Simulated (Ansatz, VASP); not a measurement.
**Two plane-wave programs on CuI**

```
Cu I
1.0
     2.93099    2.93099    0.00000
    -2.93099    2.93099    0.00000
     0.00000    2.93099    2.93099
Cu I
1 1
Direct
  0.75000 0.25000 0.50000
  0.00000 0.00000 0.00000
```

Alike in both runs: functional LDA; k mesh 10 × 10 × 10; occupations fermi-dirac, width 0.1 eV; no spin polarisation.

Ansatz relaxed the structure, and its values are those at the end. VASP's run is a single point on that final structure, the one shown.

|  | VASP | Ansatz |
| --- | --- | --- |
| version | VASP 6.6.1 | Ansatz 0.2.0 |
| potentials or method | VASP PAW LDA potentials, release 64 (Cu, I) | PAW with Ansatz's default frozen-core files, scalar-relativistic |
| plane-wave cutoff (eV) | 520 | 420 |
| valence electrons in the cell | 18 | 36 |

|  | VASP | Ansatz | Ansatz less VASP |
| --- | --- | --- | --- |
| pressure (GPa) | 0.2 | 0.0 | -0.22 |

LDA's correlation is that of Perdew and Zunger in VASP and of Perdew and Wang (1992) in Ansatz. VASP's potentials hold 18 valence electrons a cell and Ansatz's 36, so a difference there can come from the potentials and not from the codes.

Spin-orbit coupling is off throughout.
